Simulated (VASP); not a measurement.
# MgO: single point with PBE

The system is MgO.

```xyz
2
Lattice="0.0000 2.3101 2.3101 2.3101 0.0000 2.3101 2.3101 2.3101 0.0000" Properties=species:S:1:pos:R:3 pbc="T T T"
Mg    0.0000    0.0000    0.0000
O     3.4651    3.4651    3.4651
```

| Item | Value |
| --- | --- |
| Program | VASP 6.6.1 |
| Task | single point |
| Functional | PBE |
| Potentials or basis | VASP PAW PBE potentials, release 64 (Mg, O) |
| Cutoff | 600 eV |
| k mesh | 6 × 6 × 6 |
| Occupations | gaussian, width 0.1 eV |
| Spin | no spin polarisation |
| Dipole correction | no |
| Further INCAR settings | ALGO = Normal; EDIFF = 1e-06; NBANDS = 11 |

```
Pressure               : -1.1 GPa
Band gap on the k mesh : 3.44 eV
```

Levels at points of the mesh, in eV from the valence-band top:
```
           k point  band 1  band 2  band 3  band 4  band 5  band 6  band 7  band 8  band 9
(0.00, 0.00, 0.00)  -15.80    0.00    0.00    0.00    3.44   16.42   16.42   16.42   19.98
(0.50, 0.00, 0.00)  -15.18   -2.94   -0.18   -0.18    8.53    9.41   14.35   14.35   19.18
(0.50, 0.50, 0.00)  -15.00   -2.43   -0.72   -0.72    6.17   11.36   13.59   16.24   16.24
```

It took 13 s on 1 thread of Intel(R) Xeon(R) Platinum 8375C CPU @ 2.90GHz (Ice Lake) (shared host), peak memory 0.15 GiB.
